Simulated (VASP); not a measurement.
Input of a VASP 6.6.1 run:

File INCAR:

```
SYSTEM = Na
PREC = Accurate
ENCUT = 520
EDIFF = 1E-7
ISMEAR = 0
SIGMA = 0.15
LREAL = .False.
LASPH = .True.
NELM = 100
ALGO = Fast
ISIF = 2
LWAVE = .False.
LCHARG = .False.
GGA = PS
NBANDS = 10
```

Contents of KPOINTS:

```
Automatic mesh
0
Gamma
  16 16 16
  0 0 0
```

File POSCAR:

```
Na
1.0
   -2.2233750000      2.2233750000      2.0645625000
    2.2233750000     -2.2233750000      2.0645625000
    2.2233750000      2.2233750000     -2.0645625000
Na
1
Direct
    0.0000000000      0.0000000000      0.0000000000
```

Potentials or basis: VASP PAW PBE potentials, release 64 (Na_pv).

Run with:

```sh
$ cat potpaw_PBE.64/Na_pv/POTCAR > POTCAR
$ mpirun -np 1 vasp_std > vasp.out
```

**Question.** Estimate the pressure.

**Answer.** -0.7 GPa.

Stress tensor (GPa, compression positive):
```
-0.78  0.00  0.00
 0.00 -0.78  0.00
 0.00  0.00 -0.63
```

Caveat: the cell differs from its parent crystal (strain +0.050 along x and y, -0.025 along z); the PAW data sets were made with another functional, which shifts forces and pressure a little.
